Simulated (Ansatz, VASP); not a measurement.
**Two plane-wave programs on SbAs2**

```
Sb As
1.0
     0.00000    3.39757    3.39757
     3.39757    0.00000    3.39757
     3.39757    3.39757    0.00000
Sb As
1 2
Direct
  0.00000 0.00000 0.00000
  0.25000 0.25000 0.25000
  0.75000 0.75000 0.75000
```

Alike in both runs: functional PBE; k mesh 4 × 4 × 4; occupations gaussian, width 0.1 eV; no spin polarisation.

Ansatz relaxed the structure, and its values are those at the end. VASP's run is a single point on that final structure, the one shown.

|  | VASP | Ansatz |
| --- | --- | --- |
| version | VASP 6.6.1 | Ansatz 0.2.0 |
| potentials or method | VASP PAW PBE potentials, release 64 (Sb, As), cutoff 520 eV | scalar-relativistic, plane waves, PAW |
| valence electrons in the cell | 15 | 45 |

```tsv
	VASP	Ansatz	Ansatz less VASP
gap on the k mesh at the Fermi level (eV)	none	none	-
pressure (GPa)	0.0	0.0	0.00
```

A gap of «none» marks a metal or a gap that the smearing closes. VASP's potentials hold 15 valence electrons a cell and Ansatz's 45, so a difference there can come from the potentials and not from the codes.

The k mesh is coarse, so the values compare programs but aren't converged. Neither program's run includes spin-orbit coupling.
